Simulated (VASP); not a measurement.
# TiC2 (I4/mmm) in VASP: further runs, part 2 of 2

VASP 6.6.1. The steps go on from the part before.

### 3 Single point, PBE

This run uses another cell than the first one, of 9.63 Å³/atom.

Input file INCAR:

```
SYSTEM = TiC2
PREC = Accurate
ENCUT = 520
EDIFF = 1E-6
ISMEAR = 0
SIGMA = 0.1
LREAL = .FALSE.
LASPH = .TRUE.
NELM = 60
ALGO = Normal
ISIF = 2
LWAVE = .FALSE.
LCHARG = .TRUE.
GGA = PE
LELF = .TRUE.
LVHAR = .TRUE.
NBANDS = 17
```

Input file KPOINTS:

```
Automatic mesh
0
G
  8 8 8
  0 0 0
```

Input file POSCAR:

```
TiC2
1.0
   -1.6046655298      1.6046655298      2.8051793810
    1.6046655298     -1.6046655298      2.8051793810
    1.6046655298      1.6046655298     -2.8051793810
Ti C
1 2
Direct
    0.0000000000      0.0000000000      0.0000000000
    0.6177668236      0.6177668236      0.0000000000
    0.3822331764      0.3822331764      0.0000000000
```

Potentials or basis: VASP PAW PBE potentials, release 64 (Ti_sv, C).

The run is started by

```console
$ cat potpaw_PBE.64/Ti_sv/POTCAR potpaw_PBE.64/C/POTCAR > POTCAR
$ mpirun -np 1 vasp_std > vasp.out
```

OUTCAR:

```text
SYSTEM = TiC2
   PREC = Accurate
   ENCUT = 520
   EDIFF = 1E-6
   ISMEAR = 0
   LREAL = .FALSE.
   LASPH = .TRUE.
   NELM = 60
   ISIF = 2
   GGA = PE

 ion  position               nearest neighbor table
   1  0.000  0.000  0.000-   2 2.14   3 2.14   2 2.36   3 2.36   2 2.36   2 2.36   2 2.36   3 2.36
                             3 2.36   3 2.36
   2  0.618  0.618  0.000-   3 1.32   1 2.14   1 2.36   1 2.36   1 2.36   1 2.36
   3  0.382  0.382  0.000-   2 1.32   1 2.14   1 2.36   1 2.36   1 2.36   1 2.36

  LATTYP: Found a body centered tetragonal cell.
 ALAT       =     3.2093310596
 C/A-ratio  =     1.7481396147

  Lattice vectors:

[... 666 lines left out ...]

 [... further k-points ...]
[... 5 lines left out ...]
  --------------------------------------------------------------------------------------
  -------------------------------------------------------------------------------------
  Total        0.0619175      0.0619175      0.1803855      0.0000000      0.0000000      0.0000000
  in kB        3.4334808      3.4334808     10.0028210      0.0000000      0.0000000      0.0000000
  external PRESSURE =       5.6232609 kB  Pullay stress =       0.0000000 kB

 VOLUME and BASIS-vectors are now :
 -----------------------------------------------------------------------------
  energy-cutoff  :      520.00
  volume of cell :       28.89
      direct lattice vectors                 reciprocal lattice vectors
    -1.604665530  1.604665530  2.805179381     0.000000000  0.311591413  0.178241721
     1.604665530 -1.604665530  2.805179381     0.311591413  0.000000000  0.178241721
     1.604665530  1.604665530 -2.805179381     0.311591413  0.311591413  0.000000000

 POSITION                                       TOTAL-FORCE (eV/Angst)
 -----------------------------------------------------------------------------------
      0.00000      0.00000      0.00000         0.000000      0.000000     -0.000000
      0.00000      0.00000      3.46589        -0.000000     -0.000000      0.099337
      0.00000      0.00000      2.14447        -0.000000     -0.000000     -0.099337
 -----------------------------------------------------------------------------------
    total drift:                                0.000000      0.000000     -0.000000

  FREE ENERGIE OF THE ION-ELECTRON SYSTEM (eV)
  ---------------------------------------------------
  free  energy   TOTEN  =       -25.7765842188 eV

  energy  without entropy=      -25.7676821847  energy(sigma->0) =      -25.77213320
```

stdout:

```text
POSCAR found type information on POSCAR TiC
 POSCAR found :  2 types and       3 ions
 scaLAPACK will be used
 LDA part: xc-table for (Slater+PW92), standard interpolation
 POSCAR, INCAR and KPOINTS ok, starting setup
 FFT: planning ... GRIDC
 FFT: planning ... GRID_SOFT
 FFT: planning ... GRID
 WAVECAR not read
 entering main loop
```

Run time: 36 s. Hardware: 1 thread of Intel Xeon 6975P-C (Granite Rapids), shared host; peak memory 0.17 GiB.

Results:

```yaml
Free_energy: -25.7766 eV
Pressure: 0.6 GPa
Largest_force: 0.099 eV/Å
Band_gap_on_the_k_mesh: zero (bands 10 and 11 overlap by 2.77 eV)
```

Forces in eV/Å, atoms in the order of the input:
```
Ti   0.000  0.000  0.000
C    0.000  0.000  0.099
C    0.000  0.000 -0.099
```

Stress tensor (GPa, compression positive):
```
0.34 0.00 0.00
0.00 0.34 0.00
0.00 0.00 1.00
```

### 4 Relaxation of cell and atoms, PBE

Input file INCAR:

```
SYSTEM = TiC2
PREC     = Accurate       ! precision mode
ENCUT    = 600            ! plane-wave cutoff, eV
EDIFF    = 1E-6           ! SCF threshold, eV
ISMEAR   = 0              ! smearing method
SIGMA    = 0.1            ! smearing width, eV
LREAL    = .False.        ! projectors in reciprocal space
LASPH    = .True.         ! aspherical terms in the spheres
NELM     = 60             ! most SCF steps
ALGO     = Normal         ! electronic algorithm
ISIF     = 3              ! what is computed and relaxed
LWAVE    = .False.        ! write WAVECAR
LCHARG   = .False.        ! write CHGCAR
GGA      = PE             ! functional
IBRION   = 2              ! ionic algorithm
NSW      = 90             ! ionic steps
EDIFFG   = -0.04          ! ionic threshold
```

Input file KPOINTS:

```
Automatic mesh
0
Gamma
  8 8 8
  0 0 0
```

Input file POSCAR:

```
TiC2
1.0
   -1.4287196934      1.4287196934      3.5048279978
    1.4287196934     -1.4287196934      3.5048279978
    1.4287196934      1.4287196934     -3.5048279978
Ti C
1 2
Direct
    0.0000000000      0.0000000000      0.0000000000
    0.6650000000      0.6650000000      0.0000000000
    0.3350000000      0.3350000000      0.0000000000
```

The run is started by

```console
$ cat potpaw_PBE.64/Ti_sv/POTCAR potpaw_PBE.64/C/POTCAR > POTCAR
$ mpirun -np 1 vasp_std > vasp.out
```

Wall time 8.4 min (1 thread of Intel Xeon 6975P-C (Granite Rapids), shared host); peak memory 0.22 GiB.

Results (log left out):

```
Free energy                           : -25.7816 eV
Relaxed volume                        : 9.63 Å³/atom
Relaxed cell                          : a = 3.608 Å, b = 3.608 Å, c = 3.608 Å, α = 127.20°, β = 127.20°, γ = 77.92°
Space group after relaxing (to 0.1 Å) : I4/mmm (No. 139)
Pressure after relaxing               : 0.3 GPa
Band gap on the k mesh                : zero (bands 10 and 11 overlap by 2.78 eV)
```

Final structure:
```cif
data_structure
_symmetry_space_group_name_H-M 'P 1'
_symmetry_Int_Tables_number 1
_cell_length_a 3.6081
_cell_length_b 3.6081
_cell_length_c 3.6081
_cell_angle_alpha 127.201
_cell_angle_beta 127.201
_cell_angle_gamma 77.922
_cell_volume 28.88
loop_
_atom_site_label
_atom_site_type_symbol
_atom_site_fract_x
_atom_site_fract_y
_atom_site_fract_z
_atom_site_occupancy
Ti1 Ti 0.00000 0.00000 0.00000 1
C1 C 0.61791 0.61791 0.00000 1
C2 C 0.38209 0.38209 0.00000 1
```

Levels at points of the mesh, in eV from the Fermi level:
```tsv
k point	band 7	band 8	band 9	band 10	band 11	band 12	band 13	band 14
(0.00, 0.00, 0.00)	-3.90	-2.76	-2.76	-1.89	-1.89	-1.16	0.60	1.66
(0.50, 0.00, 0.00)	-5.88	-5.30	-4.34	0.86	1.03	1.59	2.58	3.12
(0.50, 0.50, 0.00)	-6.03	-4.73	-4.45	-4.29	0.53	1.88	1.89	3.30
(0.50, 0.50, 0.50)	-4.36	-4.36	-2.76	-2.08	0.90	1.36	1.36	4.13
```

### 5 Single point, PBE

This run uses another cell than the first one, of 9.64 Å³/atom.

Input file INCAR:

```
PREC = Accurate
ENCUT = 520
EDIFF = 1E-6
ISMEAR = 0
SIGMA = 0.1
LREAL = F
LASPH = T
NELM = 80
ALGO = Normal
ISIF = 2
LWAVE = F
LCHARG = F
GGA = PE
NBANDS = 17
```

Input file KPOINTS:

```
regular mesh
0
Gamma
  20 20 20
```

Input file POSCAR:

```
TiC2
1.0
   -1.6077309525      1.6077309525      2.7984203870
    1.6077309525     -1.6077309525      2.7984203870
    1.6077309525      1.6077309525     -2.7984203870
Ti C
1 2
Direct
    0.0000000000      0.0000000000      0.0000000000
    0.6180361032      0.6180361032      0.0000000000
    0.3819638968      0.3819638968      0.0000000000
```

The run is started by

```console
$ cat potpaw_PBE.64/Ti_sv/POTCAR potpaw_PBE.64/C/POTCAR > POTCAR
$ mpirun -np 1 vasp_std > vasp.out
```

Run time: 6.1 min. Hardware: 1 thread of Intel Xeon 6975P-C (Granite Rapids), shared host; peak memory 0.4 GiB.

It converged, with:

```
Free energy            : -25.7857 eV
Pressure               : 0.5 GPa
Largest force          : 0.090 eV/Å
Band gap on the k mesh : zero (bands 10 and 11 overlap by 2.89 eV)
```

Forces on the atoms (eV/Å):
```
Ti   0.000  0.000  0.000
C    0.000  0.000  0.090
C    0.000  0.000 -0.090
```

Stress tensor (GPa, compression positive):
```
0.29 0.00 0.00
0.00 0.29 0.00
0.00 0.00 0.89
```

Levels at points of the mesh, in eV from the Fermi level:
| k point | band 6 | band 7 | band 8 | band 9 | band 10 | band 11 | band 12 | band 13 | band 14 | band 15 |
| --- | --- | --- | --- | --- | --- | --- | --- | --- | --- | --- |
| (0.00, 0.00, 0.00) | -7.08 | -3.90 | -2.78 | -2.78 | -1.91 | -1.91 | -1.15 | 0.58 | 1.62 | 5.86 |
| (0.50, 0.00, 0.00) | -9.17 | -5.88 | -5.30 | -4.34 | 0.85 | 1.02 | 1.57 | 2.58 | 3.11 | 3.88 |
| (0.50, 0.50, 0.00) | -6.89 | -6.04 | -4.76 | -4.45 | -4.29 | 0.56 | 1.85 | 1.86 | 3.29 | 5.75 |
| (0.50, 0.50, 0.50) | -9.47 | -4.38 | -4.38 | -2.82 | -2.08 | 0.89 | 1.37 | 1.37 | 4.11 | 5.57 |

### 6 Summary

| task | cell | k mesh | cutoff (eV) | gap on the mesh (eV) | pressure (GPa) | largest force (eV/Å) |
| --- | --- | --- | --- | --- | --- | --- |
| single point | a = 4.046 Å, angles 138.6, 138.6, 59.9°, 3 atoms, atomic positions A | 8 × 8 × 8 | 520 | none | -12.8 | 0.25 |
| single point | a = 3.608 Å, angles 127.2, 127.2, 77.9°, 3 atoms, atomic positions B | 8 × 8 × 8 | 520 | none | 0.6 | 0.10 |
| relaxation of cell and atoms | relaxed from a = 4.046 Å, angles 138.6, 138.6, 59.9°, 3 atoms, atomic positions A | 8 × 8 × 8 | 600 | none | 0.3 | - |
| single point | a = 3.606 Å, angles 127.0, 127.0, 78.2°, 3 atoms, atomic positions C | 20 × 20 × 20 | 520 | none | 0.5 | 0.09 |

Alike in all rows: level PBE; potentials or basis VASP PAW PBE potentials, release 64 (Ti_sv, C); no spin polarisation; smearing gaussian 0.1 eV.

Caveats: the stress differs along the axes, from -20 to -9 GPa (at least some runs).

Absolute energies hang on the potentials; compare differences alone.
